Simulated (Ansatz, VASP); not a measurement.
## BAs: VASP beside Ansatz

```
CELL_PARAMETERS angstrom
2.92516 0.00000 0.00000
0.00000 2.92516 0.00000
0.00000 0.00000 2.92516
ATOMIC_POSITIONS crystal
B 0.00000 0.00000 0.00000
As 0.50000 0.50000 0.50000
```

Alike in both runs: task single point; functional PBE; k mesh 6 × 6 × 6; occupations fermi-dirac, width 0.02 eV; non-collinear spin, spin-orbit coupling.

|  | VASP | Ansatz |
| --- | --- | --- |
| version | VASP 6.6.1 | Ansatz 0.2.0 |
| potentials or method | VASP PAW PBE potentials, release 64 (B, As) | plane waves, PAW |
| plane-wave cutoff (eV) | 500 | 420 |
| valence electrons in the cell | 8 | 18 |

```csv
,VASP,Ansatz,Ansatz less VASP
net moment per atom (μB),0.00,0.00,0.000
```

VASP's potentials hold 8 valence electrons a cell and Ansatz's 18, so a difference there can come from the potentials and not from the codes. Ansatz's warnings: optics on partly filled bands.
